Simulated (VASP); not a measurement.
P, 8 atoms in the cell. The structure is cubic, space group Pa-3 (No. 205). Conventional cell: a = 7.534 Å, b = 7.534 Å, c = 7.534 Å, α = 90.00°, β = 90.00°, γ = 90.00°. Within 2.5 Å of P (site symmetry 3) lie 1 P at 1.91 Å. 

| Property | Result |
| --- | --- |
| Program | VASP 6.6.1 |
| Task | single point |
| Functional | PBE |
| Potentials or basis | VASP PAW PBE potentials, release 64 (P) |
| Cutoff | 520 eV |
| k mesh | 4 × 4 × 4 |
| Occupations | gaussian, width 0.02 eV |
| Spin | no spin polarisation |
| Dipole correction | no |
| Further INCAR settings | ALGO = Normal; EDIFF = 1e-07; NBANDS = 30 |

Potentials or basis: VASP PAW PBE potentials, release 64 (P).

Command:

```sh
$ cat potpaw_PBE.64/P/POTCAR > POTCAR
$ mpirun -np 1 vasp_std > vasp.out
```

Hardware: 1 thread of Intel(R) Xeon(R) Platinum 8488C (Sapphire Rapids) (shared host).

Task: Estimate the wall time of this run.

Result: It took 2.5 min on 1 thread of Intel(R) Xeon(R) Platinum 8488C (Sapphire Rapids), with other jobs on the host, peak memory 0.46 GiB. Counts: scf iterations 18, k points 11.
